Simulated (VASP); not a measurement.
Set up this calculation in VASP 6.6.1, as the native input.

| Quantity | Value |
| --- | --- |
| Task | relaxation of cell and atoms |
| Functional | PBE |
| Dispersion | D3(BJ) |
| Potentials or basis | VASP PAW PBE potentials, release 64 (Rh_pv) |
| Cutoff | 600 eV |
| k mesh | 18 × 18 × 18 |
| Occupations | gaussian, width 0.1 eV |
| Spin | no spin polarisation |
| Dipole correction | no |
| Further INCAR settings | ALGO = Fast; EDIFF = 1e-06; IBRION = 2; EDIFFG = -0.005; NSW = 100; ISIF = 3 |

The structure of Rh lies in POSCAR:

```
Rh
1.0
    0.0000000000      1.9015500000      1.9015500000
    1.9015500000      0.0000000000      1.9015500000
    1.9015500000      1.9015500000      0.0000000000
Rh
1
Direct
    0.0000000000      0.0000000000      0.0000000000
```

One way to write it, as run:

INCAR

```
PREC = Accurate
ENCUT = 600
EDIFF = 1E-6
ISMEAR = 0
SIGMA = 0.1
LREAL = False
LASPH = True
NELM = 60
ALGO = Fast
ISIF = 3
LWAVE = False
LCHARG = False
GGA = PE
IVDW = 12
IBRION = 2
NSW = 100
EDIFFG = -0.005
```

KPOINTS

```
Automatic mesh
0
Gamma
  18 18 18
```

Potentials or basis: VASP PAW PBE potentials, release 64 (Rh_pv).

Command:

```sh
$ cat potpaw_PBE.64/Rh_pv/POTCAR > POTCAR
$ mpirun -np 1 vasp_std > vasp.out
```

Results of the run:

```yaml
Relaxed_volume: 13.64 Å³/atom
Relaxed_cell: a = 2.682 Å, b = 2.682 Å, c = 2.682 Å, α = 60.00°, β = 60.00°, γ = 60.00°
Space_group_after_relaxing_to_0.05_Å: Fm-3m (No. 225)
Energy_gained_by_relaxing: 0.8 meV/atom
Ionic_steps: 3
Pressure_after_relaxing: 0.1 GPa
Dispersion_energy_per_atom: -0.652 eV
```

Caveat: pairwise dispersion overbinds metals, which lowers pressure and volume.

Run time: 31 s on 1 thread of Intel(R) Xeon(R) 6975P-C (Granite Rapids), with other jobs on the host, peak memory 0.18 GiB.
